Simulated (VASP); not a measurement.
Write the native input for VASP 6.6.1 that does the following.

```
Task                   : single point
Functional             : LDA
Potentials or basis    : VASP PAW LDA potentials, release 64 (Si)
Cutoff                 : 520 eV
k mesh                 : 2 × 2 × 2
Occupations            : gaussian, width 0.05 eV
Spin                   : no spin polarisation
Dipole correction      : no
Further INCAR settings : LREAL = Auto; ALGO = Normal; EDIFF = 1e-06; NBANDS = 48
```

The structure of Si (a cell with a defect) lies in POSCAR:

```
Si
1.0
    0.0000000000      5.4300000000      5.4300000000
    5.4300000000      0.0000000000      5.4300000000
    5.4300000000      5.4300000000      0.0000000000
Si
17
Direct
    0.0014060773     -0.0040510129      0.0014523020
    0.1279953959      0.1227329650      0.1280672192
   -0.0010937385      0.0009526703      0.5002489871
    0.1280867403      0.1225596685      0.6215395948
    0.0018064457      0.5028005525      0.0019443831
    0.1245431860      0.6265772560      0.1246660221
    0.0019414365      0.5026012891      0.4939268877
    0.1282877532      0.6287369245      0.6217365562
    0.5001704420      0.0010008287     -0.0010518416
    0.6214785451      0.1226144567      0.1281260589
    0.5001859116      0.0008275322      0.5002534991
    0.6249932781      0.1251573665      0.6250372928
    0.4937984346      0.5026639963      0.0020424494
    0.6215724678      0.6288058011      0.1284323204
    0.5004260589      0.4990293738      0.5005568140
    0.6217435543      0.6285698895      0.6218579190
    0.8745139042      0.3767796501      0.8746674954
```

The input as run:

INCAR

```
PREC = Accurate
ENCUT = 520
EDIFF = 1E-6
ISMEAR = 0
SIGMA = 0.05
LREAL = Auto
LASPH = True
NELM = 80
ALGO = Normal
ISIF = 2
LWAVE = False
LCHARG = False
GGA = CA
NBANDS = 48
```

KPOINTS

```
regular mesh
0
Gamma
  2 2 2
```

Potentials or basis: VASP PAW LDA potentials, release 64 (Si).

The run is started by

```sh
$ cat potpaw_LDA.64/Si/POTCAR > POTCAR
$ mpirun -np 1 vasp_std > vasp.out
```

It gave:

| Property | Result |
| --- | --- |
| Pressure | 1.8 GPa |
| Largest force | 0.039 eV/Å |
| Band gap on the k mesh | zero (bands 34 and 35 overlap by 0.24 eV) |

Caveat: the k points lie up to 0.50 Å⁻¹ apart.

Wall time 120 s on 1 thread of Intel(R) Xeon(R) 6975P-C (Granite Rapids), on a shared host, peak memory 0.37 GiB.
